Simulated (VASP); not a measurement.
Input of a VASP 6.6.1 run:

Contents of POSCAR:

```
SiC
1.0
    3.0751950076      0.0000000000      0.0000000000
   -1.5375975038      2.6631969982      0.0000000000
    0.0000000000      0.0000000000      5.0481668526
Si C
2 2
Direct
    0.3333333333      0.6666666667      0.0046028828
    0.6666666667      0.3333333333      0.5046028828
    0.3333333333      0.6666666667      0.3605879463
    0.6666666667      0.3333333333      0.8803971172
```

INCAR.step1

```
SYSTEM = SiC
PREC = Accurate
ENCUT = 520
ISMEAR = 0
SIGMA = 0.05
LREAL = .False.
LASPH = .True.
NELM = 100
NBANDS = 16
GGA = PE
ALGO = Normal
EDIFF = 1E-4
LWAVE = .True.
LCHARG = .False.
```

The input INCAR.step2:

```
SYSTEM = SiC
PREC = Accurate
ENCUT = 520
EDIFF = 1E-7
ISMEAR = 0
SIGMA = 0.05
LREAL = .False.
LASPH = .True.
NELM = 100
ALGO = Normal
ISIF = 2
LWAVE = .False.
LCHARG = .False.
METAGGA = R2SCAN
LMIXTAU = .True.
NBANDS = 16
ISTART = 1
```

The input KPOINTS:

```
regular mesh
0
Gamma
  12 12 6
  0 0 0
```

Potentials or basis: VASP PAW PBE potentials, release 64 (Si, C).

Launch:

```bash
$ cat potpaw_PBE.64/Si/POTCAR potpaw_PBE.64/C/POTCAR > POTCAR
$ cp INCAR.step1 INCAR
$ mpirun -np 1 vasp_std > vasp.out
$ cp INCAR.step2 INCAR
$ mpirun -np 1 vasp_std > vasp.out
```

Problem. Estimate the pressure.

Solution. 0.6 GPa.

Problem. Estimate the largest force.

Solution. 2.924 eV/Å.

Forces on the atoms (eV/Å):
```
Si   0.000  0.000 -1.246
Si   0.000  0.000 -1.025
C    0.000  0.000  2.924
C    0.000  0.000 -0.654
```

Caveat: the cell differs from its parent crystal (atom 3 (C) moved by (+0.000, -0.100) A along [1 1 0] and z); the stress differs along the axes, from -2 to 5 GPa; the PAW data sets were made with another functional, which shifts forces and pressure a little.
